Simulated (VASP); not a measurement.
# Mg (P6_3/mmc) in VASP: notebook

Runs on Mg. Level: LDA. Tasks: single point.

All numbers are computed with VASP 6.6.1; they aren't measurements. Logs are shortened: lines on timing, memory, paths and dates and some standing lists are left out, and cuts for length are marked.

### Step 1. The cell of the first run

It takes space group P6_3/mmc (No. 194, hexagonal). The conventional cell has a = 2.621 Å, b = 2.621 Å, c = 4.212 Å, α = 90.00°, β = 90.00°, γ = 120.00°. Within 3.4 Å of Mg (site symmetry -6m2) lie 12 Mg at 2.59 to 2.62 Å.

### Step 2. Single point, LDA (volume scaled by 0.58)

The input, INCAR:

```
SYSTEM = Mg
PREC     = Accurate       ! precision mode
ENCUT    = 520            ! plane-wave cutoff, eV
EDIFF    = 1E-6           ! SCF threshold, eV
ISMEAR   = -1             ! smearing method
SIGMA    = 0.05           ! smearing width, eV
LREAL    = .FALSE.        ! projectors in reciprocal space
LASPH    = .TRUE.         ! aspherical terms in the spheres
NELM     = 80             ! most SCF steps
ALGO     = Normal         ! electronic algorithm
ISIF     = 2              ! what is computed and relaxed
LWAVE    = .FALSE.        ! write WAVECAR
LCHARG   = .FALSE.        ! write CHGCAR
NBANDS   = 9              ! bands
```

The input, KPOINTS:

```
regular mesh
0
G
  15 15 9
  0 0 0
```

The input, POSCAR:

```
Mg
1.0
    2.6209760657      0.0000000000      0.0000000000
   -1.3104880329      2.2698318556      0.0000000000
    0.0000000000      0.0000000000      4.2124959861
Mg
2
Direct
    0.3333333333      0.6666666667      0.2500000000
    0.6666666667      0.3333333333      0.7500000000
```

Potentials or basis: VASP PAW LDA potentials, release 64 (Mg).

Started as:

```bash
$ cat potpaw_LDA.64/Mg/POTCAR > POTCAR
$ mpirun -np 1 vasp_std > vasp.out
```

OUTCAR:

```text
SYSTEM = Mg
   PREC = Accurate
   ENCUT = 520
   EDIFF = 1E-6
   ISMEAR = -1
   LREAL = .FALSE.
   LASPH = .TRUE.
   NELM = 80
   ISIF = 2

 ion  position               nearest neighbor table
   1  0.333  0.667  0.250-   2 2.59   2 2.59   2 2.59   2 2.59   2 2.59   2 2.59
   2  0.667  0.333  0.750-   1 2.59   1 2.59   1 2.59   1 2.59   1 2.59   1 2.59

  LATTYP: Found a hexagonal cell.
 ALAT       =     2.6209760657
 C/A-ratio  =     1.6072241335

  Lattice vectors:

 A1 = (   2.6209760657,   0.0000000000,   0.0000000000)
 A2 = (  -1.3104880329,   2.2698318556,   0.0000000000)
 A3 = (   0.0000000000,   0.0000000000,   4.2124959861)

Analysis of symmetry for initial positions (statically):
=====================================================================
 Subroutine PRICEL returns:
 Original cell was already a primitive cell.

 Routine SETGRP: Setting up the symmetry group for a
 hexagonal supercell.

 Subroutine GETGRP returns: Found 24 space group operations
 (whereof 12 operations were pure point group operations)
 out of a pool of 24 trial point group operations.

The static configuration has the point symmetry D_3d.
 The point group associated with its full space group is D_6h.

Analysis of symmetry for dynamics (positions and initial velocities):
=====================================================================
 Subroutine PRICEL returns:
 Original cell was already a primitive cell.

 Routine SETGRP: Setting up the symmetry group for a
 hexagonal supercell.

 Subroutine GETGRP returns: Found 24 space group operations
 (whereof 12 operations were pure point group operations)
 out of a pool of 24 trial point group operations.

The dynamic configuration has the point symmetry D_3d.
 The point group associated with its full space group is D_6h.

 Subroutine INISYM returns: Found 24 space group operations
 (whereof 12 operations are pure point group operations),
 and found     1 'primitive' translations

----------------------------------------------------------------------------------------

                                     Primitive cell

  volume of cell :      25.0609

  direct lattice vectors                    reciprocal lattice vectors
     2.620976066  0.000000000  0.000000000     0.381537250  0.220280634  0.000000000
    -1.310488033  2.269831856  0.000000000     0.000000000  0.440561268  0.000000000
     0.000000000  0.000000000  4.212495986     0.000000000  0.000000000  0.237388950

  length of vectors
     2.620976066  2.620976066  4.212495986     0.440561268  0.440561268  0.237388950

  position of ions in fractional coordinates (direct lattice)
     0.333333333  0.666666667  0.250000000
     0.666666667  0.333333333  0.750000000

  ion indices of the primitive-cell ions
   primitive index   ion index
                 1           1
                 2           2

----------------------------------------------------------------------------------------

 KPOINTS: regular mesh

Automatic generation of k-mesh.
 Grid dimensions read from file:
 generate k-points for:   15   15    9

 Generating k-lattice:

  Cartesian coordinates                     Fractional coordinates (reciprocal lattice)
     0.025435817  0.014685376  0.000000000     0.066666667  0.000000000  0.000000000
     0.000000000  0.029370751  0.000000000     0.000000000  0.066666667  0.000000000
     0.000000000  0.000000000  0.026376550     0.000000000  0.000000000  0.111111111

  Length of vectors
     0.029370751  0.029370751  0.026376550

  Shift w.r.t. Gamma in fractional coordinates (k-lattice)
     0.000000000  0.000000000  0.000000000

 Subroutine IBZKPT returns following result:
 ===========================================

 Found    135 irreducible k-points:

 Following reciprocal coordinates:
            Coordinates               Weight
  0.000000  0.000000  0.000000      1.000000
  0.066667 -0.000000  0.000000      6.000000
  0.133333 -0.000000  0.000000      6.000000
  0.200000  0.000000  0.000000      6.000000
  0.266667 -0.000000  0.000000      6.000000
  0.333333 -0.000000  0.000000      6.000000
[... 16 lines left out ...]
  0.333333  0.200000  0.000000     12.000000
  0.400000  0.200000  0.000000      6.000000
 [... further k-points ...]
   k-points           NKPTS =    135   k-points in BZ     NKDIM =    135   number of bands    NBANDS=      9
   number of dos      NEDOS =    301   number of ions     NIONS =      2
   total plane-waves  NPLWV =  12800
   dimension x,y,z NGX =    20 NGY =   20 NGZ =   32
   dimension x,y,z NGXF=    40 NGYF=   40 NGZF=   64
   ions per type =               2
   NGX,Y,Z   is equivalent  to a cutoff of  12.69, 12.69, 12.63 a.u.
   NGXF,Y,Z  is equivalent  to a cutoff of  25.37, 25.37, 25.26 a.u.
 SYSTEM =  Mg
   PREC   = accura    normal or accurate (medium, high low for compatibility)
   ISTART =      0    job   : 0-new  1-cont  2-samecut
   ICHARG =      2    charge: 1-file 2-atom 10-const
   ISPIN  =      1    spin polarized calculation?
   LNONCOLLINEAR =      F non collinear calculations
   LSORBIT =      F    spin-orbit coupling
   LASPH  =      T    aspherical Exc in radial PAW
   ENCUT  =  520.0 eV  38.22 Ry    6.18 a.u.   4.87  4.87  7.83*2*pi/ulx,y,z
   NELM   =     80;   NELMIN=  2; NELMDL= -5     # of ELM steps
   EDIFF  = 0.1E-05   stopping-criterion for ELM
   LREAL  =      F    real-space projection
   EDIFFG = 0.1E-04   stopping-criterion for IOM
   NSW    =      0    number of steps for IOM
   IBRION =     -1    ionic relax: 0-MD 1-quasi-New 2-CG
   NFREE  =      0    steps in history (QN), initial steepest desc. (CG)
   ISIF   =      2    stress and relaxation
   ISYM   =      2    0-nonsym 1-usesym 2-fastsym
   POTIM  = 0.5000    time-step for ionic-motion
   TEBEG  =    0.0;   TEEND  =   0.0 temperature during run
   PSTRESS=    0.0 pullay stress
   NELECT =       4.0000    total number of electrons
   NUPDOWN=      -1.0000    fix difference up-down
   EMIN   =  10.00;   EMAX   =-10.00  energy-range for DOS
   EFERMI =   0.00;   METHOD = LEGACY
   ISMEAR =    -1;   SIGMA  =   0.05  broadening in eV -4-tet -1-fermi 0-gaus
   EFERMI_NEDOS =   21; number of points for ismear=-14 and -15
   IALGO  =     38    algorithm
   IMIX   =      4    mixing-type and parameters
     AMIX     =   0.40;   BMIX     =  1.00
     AMIX_MAG =   1.60;   BMIX_MAG =  1.00
  volume/ion in A,a.u.               =      12.53        84.56
  Fermi-wavevector in a.u.,A,eV,Ry     =   0.888034  1.678140 10.729605  0.788604
  Thomas-Fermi vector in A             =   2.009410
   LORBIT       =      0    0 simple, 1 ext, 2 COOP (PROOUT), +10 PAW based schemes
   GGA     = CA    functional components
   LHFCALC =     F    Hartree Fock is set to
   AEXX    =    0.0000 exact exchange contribution
   IVDW    =     0    specifies the selected vdW correction
   LEPSILON=     F    determine dielectric tensor
   LRPA    =     F    only Hartree local field effects (RPA)
 non-spin polarized calculation
  energy-cutoff  :      520.00
  volume of cell :       25.06
 maximum number of plane-waves:       699
 NGX is ok and might be reduce to    20
   NGX =  9   NGY =  9   NGZ = 15

 number of electron       4.0000000 magnetization

 Free energy of the ion-electron system (eV)
  ---------------------------------------------------
  ext. energy  EPLUGINS =         0.00000000
  ---------------------------------------------------
  free energy    TOTEN  =        -1.35869019 eV

  energy without entropy =       -1.35512529  energy(sigma->0) =       -1.35690774

 E-fermi :   6.5818     XC(G=0): -10.8668

 val. band max:        6.5696939136   @ k =   0.4667   0.0667   0.4444
 cond. band min:       6.5992512631   @ k =   0.0000   0.0000   0.1111
 fundamental gap:      0.0295573495
 Fermi energy:         6.5817810620

 k-point     1 :       0.0000    0.0000    0.0000
  band No.  band energies     occupation
      1      -3.3488      2.00000
      2       4.0086      2.00000
      3       5.3979      2.00000
      4      21.1674      0.00000
      5      21.1674      0.00000
      6      22.3981      0.00000
      7      22.6779      0.00000
      8      22.6779      0.00000
      9      26.4603      0.00000

 k-point     2 :       0.0667   -0.0000    0.0000
  band No.  band energies     occupation
      1      -3.2178      2.00000
      2       4.1129      2.00000
      3       5.5174      2.00000
      4      19.1390      0.00000
      5      20.5679      0.00000
      6      21.6442      0.00000
      7      23.3699      0.00000
      8      23.6176      0.00000
      9      25.3329      0.00000

 k-point     3 :       0.1333   -0.0000    0.0000
  band No.  band energies     occupation
      1      -2.8267      2.00000
      2       4.4264      2.00000
      3       5.8675      2.00000
      4      16.4561      0.00000
      5      19.6763      0.00000
      6      19.9602      0.00000
      7      22.6238      0.00000
      8      24.2591      0.00000
      9      24.4671      0.00000

 k-point     4 :       0.2000    0.0000    0.0000
  band No.  band energies     occupation
      1      -2.1816      2.00000
      2       4.9514      2.00000
      3       6.4179      1.92733
      4      13.8669      0.00000
      5      18.2741      0.00000
      6      18.8817      0.00000
      7      19.8929      0.00000
      8      23.7721      0.00000
      9      24.2840      0.00000

 k-point     5 :       0.2667   -0.0000    0.0000
  band No.  band energies     occupation
      1      -1.2922      2.00000
      2       5.6912      2.00000
      3       7.0755      0.00010
      4      11.5298      0.00000
      5      16.6864      0.00000
      6      17.3211      0.00000
      7      18.2358      0.00000
      8      22.7943      0.00000
      9      23.5891      0.00000

 k-point     6 :       0.3333   -0.0000    0.0000
  band No.  band energies     occupation
      1      -0.1715      2.00000
      2       6.6492      0.41244
      3       7.3677      0.00000
      4       9.9114      0.00000
      5      14.9640      0.00000
      6      15.1999      0.00000
      7      17.7497      0.00000
      8      22.0513      0.00000
      9      22.6279      0.00000
[... 169 lines left out ...]
 k-point    21 :       0.2000    0.2000    0.0000
  band No.  band energies     occupation
      1       0.0736      2.00000
      2       6.8659      0.00679
      3       7.8463      0.00000
      4      10.0475      0.00000
      5      12.6012      0.00000
      6      16.7284      0.00000
      7      17.0130      0.00000
      8      19.4363      0.00000
      9      21.6770      0.00000

 k-point    22 :       0.2667    0.2000    0.0000
  band No.  band energies     occupation
      1       1.2814      2.00000
      2       7.6116      0.00000
      3       7.9432      0.00000
      4       8.9107      0.00000
      5      12.1887      0.00000
      6      14.6242      0.00000
      7      16.3031      0.00000
      8      18.2691      0.00000
      9      20.9533      0.00000

 k-point    23 :       0.3333    0.2000    0.0000
  band No.  band energies     occupation
      1       2.6827      2.00000
      2       6.0424      1.99996
      3       8.8242      0.00000
      4       9.2410      0.00000
      5      12.3963      0.00000
      6      12.6220      0.00000
      7      15.9590      0.00000
      8      17.1623      0.00000
      9      20.5676      0.00000

 k-point    24 :       0.4000    0.2000    0.0000
  band No.  band energies     occupation
      1       4.0012      2.00000
      2       4.5997      2.00000
      3       8.8286      0.00000
      4      10.5118      0.00000
      5      11.1146      0.00000
      6      12.6108      0.00000
      7      15.8451      0.00000
      8      16.6712      0.00000
      9      20.4436      0.00000

 [... further k-points ...]

------------------------ aborting loop because EDIFF is reached ----------------------------------------

  FORCE on cell =-STRESS in cart. coord.  units (eV):
  Direction    XX          YY          ZZ          XY          YZ          ZX
  --------------------------------------------------------------------------------------
  -------------------------------------------------------------------------------------
  Total        9.9468507      9.9468507      9.9787672     -0.0000000     -0.0000000      0.0000000
  in kB      635.9162719    635.9162719    637.9567401     -0.0000000     -0.0000000      0.0000000
  external PRESSURE =     636.5964280 kB  Pullay stress =       0.0000000 kB

 VOLUME and BASIS-vectors are now :
 -----------------------------------------------------------------------------
  energy-cutoff  :      520.00
  volume of cell :       25.06
      direct lattice vectors                 reciprocal lattice vectors
     2.620976066  0.000000000  0.000000000     0.381537250  0.220280634  0.000000000
    -1.310488033  2.269831856  0.000000000     0.000000000  0.440561268  0.000000000
     0.000000000  0.000000000  4.212495986     0.000000000  0.000000000  0.237388950

 POSITION                                       TOTAL-FORCE (eV/Angst)
 -----------------------------------------------------------------------------------
     -0.00000      1.51322      1.05312        -0.000000     -0.000000      0.000000
      1.31049      0.75661      3.15937         0.000000      0.000000      0.000000
 -----------------------------------------------------------------------------------
    total drift:                                0.000000     -0.000000      0.000000

  FREE ENERGIE OF THE ION-ELECTRON SYSTEM (eV)
  ---------------------------------------------------
  free  energy   TOTEN  =        -1.3586901865 eV

  energy  without entropy=       -1.3551252945  energy(sigma->0) =       -1.35690774
```

Wall time 12 s (1 thread of Intel Xeon 6975P-C (Granite Rapids), shared host); peak memory 0.14 GiB.

Results:

```yaml
Free_energy: -1.3587 eV
Pressure: 63.7 GPa
Band_gap_on_the_k_mesh: zero (band 2 reaches 7.61 eV, above the bottom of band 3 at 5.40 eV)
```

### Step 3. Single point, LDA (volume scaled by 0.68)

The input, INCAR:

```
  PREC = Accurate
  ENCUT = 520
  EDIFF = 1E-6
  ISMEAR = -1
  SIGMA = 0.05
  LREAL = False
  LASPH = True
  NELM = 60
  ALGO = Normal
  ISIF = 2
  LWAVE = False
  LCHARG = False
  GGA = CA
  NBANDS = 9
```

The input, KPOINTS:

```
regular mesh
0
Gamma
  15 15 9
```

The input, POSCAR:

```
Mg
1.0
    2.7652178817      0.0000000000      0.0000000000
   -1.3826089409      2.3947489326      0.0000000000
    0.0000000000      0.0000000000      4.4369835239
Mg
2
Direct
    0.3333333333      0.6666666667      0.2500000000
    0.6666666667      0.3333333333      0.7500000000
```

Potentials or basis: VASP PAW LDA potentials, release 64 (Mg).

Started as:

```bash
$ cat potpaw_LDA.64/Mg/POTCAR > POTCAR
$ mpirun -np 1 vasp_std > vasp.out
```

OUTCAR:

```text
PREC = Accurate
   ENCUT = 520
   EDIFF = 1E-6
   ISMEAR = -1
   LREAL = False
   LASPH = True
   NELM = 60
   ISIF = 2
   GGA = CA

 ion  position               nearest neighbor table
   1  0.333  0.667  0.250-   2 2.73   2 2.73   2 2.73   2 2.73   2 2.73   2 2.73
   2  0.667  0.333  0.750-   1 2.73   1 2.73   1 2.73   1 2.73   1 2.73   1 2.73

  LATTYP: Found a hexagonal cell.
 ALAT       =     2.7652178817
 C/A-ratio  =     1.6045692288

  Lattice vectors:

[... 475 lines left out ...]
 [... further k-points ...]

------------------------ aborting loop because EDIFF is reached ----------------------------------------

  FORCE on cell =-STRESS in cart. coord.  units (eV):
  Direction    XX          YY          ZZ          XY          YZ          ZX
  --------------------------------------------------------------------------------------
  -------------------------------------------------------------------------------------
  Total        6.0112355      6.0112355      6.0336286     -0.0000000     -0.0000000     -0.0000000
  in kB      327.7911051    327.7911051    329.0121942     -0.0000000     -0.0000000     -0.0000000
  external PRESSURE =     328.1981348 kB  Pullay stress =       0.0000000 kB

 VOLUME and BASIS-vectors are now :
 -----------------------------------------------------------------------------
  energy-cutoff  :      520.00
  volume of cell :       29.38
      direct lattice vectors                 reciprocal lattice vectors
     2.765217882  0.000000000  0.000000000     0.361635156  0.208790155  0.000000000
    -1.382608941  2.394748933  0.000000000     0.000000000  0.417580309  0.000000000
     0.000000000  0.000000000  4.436983524     0.000000000  0.000000000  0.225378344

 POSITION                                       TOTAL-FORCE (eV/Angst)
 -----------------------------------------------------------------------------------
     -0.00000      1.59650      1.10925         0.000000      0.000000      0.000000
      1.38261      0.79825      3.32774        -0.000000     -0.000000      0.000000
 -----------------------------------------------------------------------------------
    total drift:                                0.000000     -0.000000      0.000000

  FREE ENERGIE OF THE ION-ELECTRON SYSTEM (eV)
  ---------------------------------------------------
  free  energy   TOTEN  =        -2.6164020062 eV

  energy  without entropy=       -2.6125699440  energy(sigma->0) =       -2.61448598
```

Run time: 14 s. Hardware: 1 thread of Intel Xeon 6975P-C (Granite Rapids), shared host; peak memory 0.16 GiB.

What came out:

```yaml
Free_energy: -2.6164 eV
Pressure: 32.8 GPa
Band_gap_on_the_k_mesh: zero (band 2 reaches 6.26 eV, above the bottom of band 3 at 4.13 eV)
```

### Step 4. Single point, LDA (volume scaled by 0.68)

The input, INCAR:

```
SYSTEM = Mg
PREC = Accurate
ENCUT = 520
EDIFF = 1E-7
ISMEAR = -1
SIGMA = 0.05
LREAL = .FALSE.
LASPH = .TRUE.
NELM = 60
ALGO = Normal
ISIF = 2
LWAVE = .FALSE.
LCHARG = .FALSE.
GGA = CA
NBANDS = 9
```

The input, KPOINTS:

```
Automatic mesh
0
G
  15 15 9
  0 0 0
```

POSCAR is that of step 3.

Started as:

```bash
$ cat potpaw_LDA.64/Mg/POTCAR > POTCAR
$ mpirun -np 1 vasp_std > vasp.out
```

Wall time 17 s (1 thread of Intel Xeon 6975P-C (Granite Rapids), shared host); peak memory 0.16 GiB.

It converged, with:

```
Free energy            : -2.6164 eV
Pressure               : 32.8 GPa
Band gap on the k mesh : zero (band 2 reaches 6.26 eV, above the bottom of band 3 at 4.13 eV)
```

Stress tensor (GPa, compression positive):
```
32.78  0.00  0.00
 0.00 32.78  0.00
 0.00  0.00 32.90
```

Levels at points of the mesh, in eV from the Fermi level:
```tsv
k point	band 1	band 2	band 3	band 4	band 5	band 6	band 7
(0.00, 0.00, 0.00)	-9.06	-2.31	-1.15	13.50	13.50	14.58	14.58
```

### Step 5. Single point, LDA (volume scaled by 0.78)

Edit INCAR of step 4 so:

```diff
@@ -3,3 +3,3 @@
 ENCUT = 520
-EDIFF = 1E-7
+EDIFF = 1E-6
 ISMEAR = -1
@@ -8,3 +8,3 @@
 LASPH = .TRUE.
-NELM = 60
+NELM = 100
 ALGO = Normal
```

The input, KPOINTS:

```
regular mesh
0
G
  15 15 9
  0 0 0
```

The input, POSCAR:

```
Mg
1.0
    2.8946179660      0.0000000000      0.0000000000
   -1.4473089830      2.5068126928      0.0000000000
    0.0000000000      0.0000000000      4.6446149174
Mg
2
Direct
    0.3333333333      0.6666666667      0.2500000000
    0.6666666667      0.3333333333      0.7500000000
```

Started as:

```bash
$ cat potpaw_LDA.64/Mg/POTCAR > POTCAR
$ mpirun -np 1 vasp_std > vasp.out
```

Run time: 17 s. Hardware: 1 thread of Intel Xeon 6975P-C (Granite Rapids), shared host; peak memory 0.16 GiB.

The run converged. Its results:

| Item | Value |
| --- | --- |
| Free energy | -3.2524 eV |
| Pressure | 15.9 GPa |
| Band gap on the k mesh | zero (band 2 reaches 5.25 eV, above the bottom of band 3 at 3.15 eV) |

Levels at points of the mesh, in eV from the Fermi level:
```tsv
k point	band 1	band 2	band 3	band 4	band 5	band 6
(0.00, 0.00, 0.00)	-8.34	-2.08	-1.13	12.63	12.63	13.36
```

[end of part 1 of 2]
